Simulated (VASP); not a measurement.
W, 2 atoms in the cell. It takes space group Fd-3m (No. 227, cubic). Conventional cell: a = 6.083 Å, b = 6.083 Å, c = 6.083 Å, α = 90.00°, β = 90.00°, γ = 90.00°. Within 3.5 Å of W (site symmetry -43m) lie 4 W at 2.63 Å. This isn't the form of W at room conditions, which is bcc.

```yaml
Program: VASP 6.6.1
Task: single point
Functional: revPBE
Potentials_or_basis: VASP PAW PBE potentials, release 64 (W_sv)
Cutoff: 520 eV
k_mesh: 11 × 11 × 11
Occupations: fermi-dirac, width 0.1 eV
Spin: no spin polarisation
Dipole_correction: no
Further_INCAR_settings: ALGO = Normal; EDIFF = 1e-06; NBANDS = 21
```

Potentials or basis: VASP PAW PBE potentials, release 64 (W_sv).

Command:

```bash
$ cat potpaw_PBE.64/W_sv/POTCAR > POTCAR
$ mpirun -np 1 vasp_std > vasp.out
```

Hardware: 1 thread of Intel Xeon 8259CL (shared host).

Task: How long does it take, and how much memory?

Result: It took 62 s on 1 thread of Intel Xeon 8259CL (shared host), peak memory 0.2 GiB. Counts: scf iterations 11, k points 56.
